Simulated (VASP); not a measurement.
A run of VASP 6.6.1:

Contents of POSCAR:

```
AlN
1.0
    0.0000000000      2.1847290864      2.1847290864
    2.1847290864      0.0000000000      2.1847290864
    2.1847290864      2.1847290864      0.0000000000
Al N
1 1
Direct
    0.0000000000      0.0000000000      0.0000000000
    0.2500000000      0.2500000000      0.2500000000
```

INCAR.step1

```
PREC = Accurate
ENCUT = 660
ISMEAR = 0
SIGMA = 0.02
LREAL = False
LASPH = True
NELM = 120
NBANDS = 11
GGA = PE
ALGO = Normal
EDIFF = 1E-5
LWAVE = True
LCHARG = False
GGA_COMPAT = False
```

The input INCAR.step2:

```
PREC = Accurate
ENCUT = 660
EDIFF = 1E-6
ISMEAR = 0
SIGMA = 0.02
LREAL = False
LASPH = True
NELM = 120
ALGO = Normal
ISIF = 2
LWAVE = False
LCHARG = False
METAGGA = R2SCAN
LMIXTAU = True
NBANDS = 11
ISTART = 1
GGA_COMPAT = False
```

KPOINTS

```
Automatic mesh
0
Gamma
  10 10 10
```

Potentials or basis: VASP PAW PBE potentials, release 64 (Al, N).

Launch:

```bash
$ cat potpaw_PBE.64/Al/POTCAR potpaw_PBE.64/N/POTCAR > POTCAR
$ cp INCAR.step1 INCAR
$ mpirun -np 1 vasp_std > vasp.out
$ cp INCAR.step2 INCAR
$ mpirun -np 1 vasp_std > vasp.out
```

Hardware: 1 thread of Intel Xeon 8259CL (shared host).

Q: How long does it take, and how much memory?

A: It took 120 s on 1 thread of Intel Xeon 8259CL, with other jobs on the host, peak memory 0.16 GiB. Counts: k points 47.
